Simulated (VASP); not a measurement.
Here is a VASP 6.6.1 calculation.

INCAR

```
ALGO     = Normal         # electronic algorithm
EDIFF    = 1E-6           # SCF threshold, eV
EDIFFG   = -0.01          # ionic threshold
ENCUT    = 600            # plane-wave cutoff, eV
GGA      = PS             # functional
IBRION   = 2              # ionic algorithm
ISIF     = 3              # what is computed and relaxed
ISMEAR   = -1             # smearing method
LASPH    = T              # aspherical terms in the spheres
LCHARG   = F              # write CHGCAR
LREAL    = F              # projectors in reciprocal space
LWAVE    = F              # write WAVECAR
NELM     = 80             # most SCF steps
NSW      = 80             # ionic steps
PREC     = Accurate       # precision mode
PSTRESS  = 50.0         
SIGMA    = 0.1            # smearing width, eV
```

The input KPOINTS:

```
k-points
0
Gamma
  15 15 15
```

File POSCAR:

```
Cu
1.0
    0.0000000000      2.4850000000      2.4850000000
    2.4850000000      0.0000000000      2.4850000000
    2.4850000000      2.4850000000      0.0000000000
Cu
2
Direct
    0.0000000000      0.0000000000      0.0000000000
    0.2500000000      0.2500000000      0.2500000000
```

Potentials or basis: VASP PAW PBE potentials, release 64 (Cu).

Launch:

```console
$ cat potpaw_PBE.64/Cu/POTCAR > POTCAR
$ mpirun -np 1 vasp_std > vasp.out
```

Problem. Predict the relaxed volume.

Solution. 16.89 Å³/atom.

Problem. Estimate the band gap on the k mesh.

Solution. Zero (band 11 reaches 4.15 eV, above the bottom of band 12 at 3.33 eV).

Problem. Predict the relaxed cell.

Solution. a = 3.629 Å, b = 3.629 Å, c = 3.629 Å, α = 60.00°, β = 60.00°, γ = 60.00°.

Step by step:
```tsv
step	energy change (eV)	largest force (eV/Å)	pressure (GPa)	volume (Å³)
1	0.0000	0.0000	15.61	30.69
2	-0.2215	0.0000	1.17	35.43
3	-0.1909	0.0000	5.04	33.78
```

Caveat: the cell is relaxed towards a set pressure, so the enthalpy falls and the energy may rise; the PAW data sets were made with another functional, which shifts forces and pressure a little.
